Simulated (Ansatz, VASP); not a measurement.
## One calculation of KCu3SnSe4, two programs

File INCAR:

```
SYSTEM = KCu3SnSe4
PREC = Accurate
ENCUT = 520
EDIFF = 1E-7
ISMEAR = 0
SIGMA = 0.01
LREAL = .FALSE.
LASPH = .TRUE.
NELM = 60
ALGO = Normal
ISIF = 2
LWAVE = .FALSE.
LCHARG = .FALSE.
GGA = PE
NBANDS = 50
```

File KPOINTS:

```
regular mesh
0
G
  4 4 4
  0 0 0
```

POSCAR

```
KCu3SnSe4
1.0
    6.2817520000      0.0000000000      0.0000000000
    0.0000000000      6.2817520000      0.0000000000
    0.0000000000      0.0000000000      6.2817520000
K Cu Sn Se
1 3 1 4
Direct
    0.5000000000      0.5000000000      0.5000000000
    0.0000000000      0.5000000000      0.0000000000
    0.0000000000      0.0000000000      0.5000000000
    0.5000000000      0.0000000000      0.0000000000
    0.0000000000      0.0000000000      0.0000000000
    0.2287619998      0.2287619998      0.2287619998
    0.7712380002      0.7712380002      0.2287619998
    0.2287619998      0.7712380002      0.7712380002
    0.7712380002      0.2287619998      0.7712380002
```

Input for Ansatz:

```yaml
crystal:
  lattice:
    - [6.281752, 0.0, 0.0]
    - [0.0, 6.281752, 0.0]
    - [0.0, 0.0, 6.281752]
  atoms:
    - { symbol: K, position: [0.5, 0.5, 0.5] }
    - { symbol: Cu, position: [0.0, 0.5, 0.0] }
    - { symbol: Cu, position: [0.0, 0.0, 0.5] }
    - { symbol: Cu, position: [0.5, 0.0, 0.0] }
    - { symbol: Sn, position: [0.0, 0.0, 0.0] }
    - { symbol: Se, position: [0.22876199983698814, 0.22876199983698814, 0.22876199983698814] }
    - { symbol: Se, position: [0.7712380001630118, 0.7712380001630118, 0.22876199983698814] }
    - { symbol: Se, position: [0.22876199983698814, 0.7712380001630118, 0.7712380001630118] }
    - { symbol: Se, position: [0.7712380001630118, 0.22876199983698814, 0.7712380001630118] }
kpoints:
  mp_grid:
    grid: [4, 4, 4]
hamiltonian:
  xc: pbe
scf:
  n_extra_bands: 24
  occupations:
    method: fixed
output:
  dos:
    de: 0.1
    projected: true
```

Alike in both runs: task single point; functional PBE; k mesh 4 × 4 × 4; no spin polarisation.

|  | VASP | Ansatz |
| --- | --- | --- |
| version | VASP 6.6.1 | Ansatz 0.2.0 |
| potentials or method | VASP PAW PBE potentials, release 64 (K_sv, Cu, Sn_d, Se) | plane waves, PAW |
| plane-wave cutoff (eV) | 520 | 420 |
| occupations | gaussian, width 0.01 eV | fixed |
| valence electrons in the cell | 80 | 144 |

```csv
,VASP,Ansatz,Ansatz less VASP
gap on the k mesh at the Fermi level (eV),0.74,0.72,-0.016
```

VASP's potentials hold 80 valence electrons a cell and Ansatz's 144, so a difference there can come from the potentials and not from the codes.
